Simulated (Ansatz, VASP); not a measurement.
# Two plane-wave programs on GaN

File POSCAR:

```
GaN
1.0
    3.1181691237      0.0000000000      0.0000000000
   -1.5590845618      2.7004136745      0.0000000000
    0.0000000000      0.0000000000      5.0778076624
Ga N
2 2
Direct
    0.3333333333      0.6666666667     -0.0008868489
    0.6666666667      0.3333333333      0.4991131511
    0.3333333333      0.6666666667      0.3758868489
    0.6666666667      0.3333333333      0.8758868489
```

File INCAR.step1:

```
SYSTEM = GaN
PREC = Accurate ; ENCUT = 1460
ISMEAR = 0 ; SIGMA = 0.01
LREAL = .FALSE. ; LASPH = .TRUE.
NELM = 120 ; NBANDS = 26
GGA = PE ; ALGO = Normal
EDIFF = 1E-5 ; LWAVE = .TRUE.
LCHARG = .FALSE. ; GGA_COMPAT = .FALSE.
```

INCAR.step2

```
SYSTEM = GaN
PREC = Accurate ; ENCUT = 1460
EDIFF = 1E-6 ; ISMEAR = 0
SIGMA = 0.01 ; LREAL = .FALSE.
LASPH = .TRUE. ; NELM = 120
ALGO = Normal ; ISIF = 2
LWAVE = .FALSE. ; LCHARG = .FALSE.
METAGGA = R2SCAN ; LMIXTAU = .TRUE.
NBANDS = 26 ; ISTART = 1
GGA_COMPAT = .FALSE.
```

Contents of KPOINTS:

```
regular mesh
0
G
  9 9 4
  0 0 0
```

Input for Ansatz:

```yaml
crystal:
  lattice:
    - [3.1181691237, 0.0, 0.0]
    - [-1.5590845618, 2.7004136745, 0.0]
    - [0.0, 0.0, 5.0778076624]
  atoms:
    - { symbol: Ga, position: [0.3333333333, 0.6666666667, -0.0008868489] }
    - { symbol: Ga, position: [0.6666666667, 0.3333333333, 0.4991131511] }
    - { symbol: "N", position: [0.3333333333, 0.6666666667, 0.3758868489] }
    - { symbol: "N", position: [0.6666666667, 0.3333333333, 0.8758868489] }
kpoints:
  mp_grid: { grid: [9, 9, 4] }
hamiltonian:
  xc: r2scan
scf:
  occupations: { method: fixed }
  n_extra_bands: 5
output:
  forces: true
  stress: true
  eigenvalues: true
```

Alike in both runs: task single point; functional r2SCAN; k mesh 9 × 9 × 4; no spin polarisation.

```csv
,VASP,Ansatz
version,VASP 6.6.1,Ansatz 0.2.0
potentials or method,"VASP PAW PBE potentials, release 64 (Ga_d, N_h)","plane waves, PAW"
plane-wave cutoff (eV),1460,500
occupations,"gaussian, width 0.01 eV",fixed
valence electrons in the cell,36,36
```

```csv
,VASP,Ansatz,Ansatz less VASP
gap on the k mesh at the Fermi level (eV),2.77,2.78,+0.011
pressure (GPa),15.1,13.9,-1.22
"traceless stress, the component that is largest in VASP (GPa)",-0.07,-0.07,+0.005
rms of the force components (eV/Å),0.007,0.007,+0.0001
```

VASP's potentials were made for PBE, not for r2SCAN. Atom by atom the forces differ by 0.000 eV/Å (rms over components).
